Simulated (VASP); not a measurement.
Ag2O: single point with BLYP

Crystal: Ag2O.

```
Ag O
1.0
     4.90312    0.00000    0.00000
     0.00000    4.90312    0.00000
     0.00000    0.00000    4.90312
Ag O
4 2
Cartesian
  3.6773 3.6773 3.6773
  3.6773 1.2258 1.2258
  1.2258 1.2258 3.6773
  1.2258 3.6773 1.2258
  0.0000 0.0000 0.0000
  2.4516 2.4516 2.4516
```

| Item | Value |
| --- | --- |
| Program | VASP 6.6.1 |
| Task | single point |
| Functional | BLYP |
| Potentials or basis | VASP PAW PBE potentials, release 64 (Ag, O) |
| Cutoff | 600 eV |
| k mesh | 6 × 6 × 6 |
| Occupations | gaussian, width 0.05 eV |
| Spin | no spin polarisation |
| Dipole correction | no |
| Further INCAR settings | ALGO = Normal; EDIFF = 1e-06; NBANDS = 37 |

```yaml
Pressure: 0.1 GPa
Band_gap_on_the_k_mesh: zero (filled and empty bands touch)
```

Levels at points of the mesh, in eV from the Fermi level:
```csv
k point,band 25,band 26,band 27,band 28,band 29,band 30,band 31,band 32
"(0.00, 0.00, 0.00)",-2.39,-0.03,-0.02,-0.02,-0.02,2.54,2.54,6.72
"(0.50, 0.00, 0.00)",-1.35,-1.35,-0.41,-0.41,2.03,2.03,4.92,4.92
"(0.50, 0.50, 0.00)",-1.36,-1.36,-0.71,-0.71,2.24,2.24,3.70,3.70
"(0.50, 0.50, 0.50)",-1.69,-0.62,-0.62,-0.62,3.01,3.01,3.01,4.58
```

It took 85 s on 1 thread of AMD EPYC 9R45 96-Core Processor (Zen 5), on a shared host, peak memory 0.25 GiB.

Caveat: the PAW data sets were made with another functional, which shifts forces and pressure a little.
